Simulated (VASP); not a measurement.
Write the native input for VASP 6.6.1 that does the following.

- Task: single point
- Functional: PBEsol
- Potentials or basis: VASP PAW PBE potentials, release 64 (V_sv, Si)
- Cutoff: 520 eV
- k mesh: 6 × 6 × 4
- Occupations: gaussian, width 0.0141 eV
- Spin: non-collinear spin, typed start, spin-orbit coupling
- Starting moments: [[0.0, 0.0, 2.0], [0.0, 0.0, 0.0], [0.0, 0.0, 0.0]] μB
- Hubbard terms: V d U = 5.73 eV
- Dipole correction: no
- Further INCAR settings: ALGO = Normal; EDIFF = 1e-07; NBANDS = 34

The structure of VSi2 lies in POSCAR:

```
VSi2
1.0
    2.7597610000      0.0000000000      0.0000000000
    0.0000000000      2.7597610000      0.0000000000
    0.0000000000      0.0000000000      5.2727480000
V Si
1 2
Direct
    0.0000000000      0.0000000000      0.0000000000
    0.5000000000      0.5000000000      0.2700000000
    0.5000000000      0.5000000000      0.7300000000
```

One way to write it, as run:

INCAR

```
SYSTEM = VSi2
ALGO = Normal
EDIFF = 1E-7
ENCUT = 520
GGA = PS
GGA_COMPAT = .False.
ISIF = 2
ISMEAR = 0
LASPH = .True.
LCHARG = .False.
LDAU = .True.
LDAUJ = 0 0
LDAUL = 2 -1
LDAUPRINT = 1
LDAUTYPE = 2
LDAUU = 5.73 0
LMAXMIX = 4
LORBIT = 11
LORBMOM = .True.
LREAL = .False.
LSORBIT = .True.
LWAVE = .False.
MAGMOM = 0 0 2 0 0 0 0 0 0
NBANDS = 34
NELM = 150
PREC = Accurate
SIGMA = 0.0141
```

KPOINTS

```
k-points
0
Gamma
  6 6 4
  0 0 0
```

Potentials or basis: VASP PAW PBE potentials, release 64 (V_sv, Si).

The run is started by

```bash
$ cat potpaw_PBE.64/V_sv/POTCAR potpaw_PBE.64/Si/POTCAR > POTCAR
$ mpirun -np 1 vasp_ncl > vasp.out
```

Results of the run:

The pressure is 24.2 GPa. The largest force is 2.994 eV/Å, the net moment is 1.01 μB per cell and the valence electrons inside the program's atomic spheres are V 11.95; Si 1.69.

Caveat: the k points lie up to 0.38 Å⁻¹ apart; the PAW data sets were made with another functional, which shifts forces and pressure a little; the U is typed as a test and isn't derived for this compound.

Wall time 3.4 min on 1 thread of Intel(R) Xeon(R) Platinum 8259CL CPU @ 2.50GHz (Skylake/Cascade Lake), with other jobs on the host, peak memory 0.29 GiB.
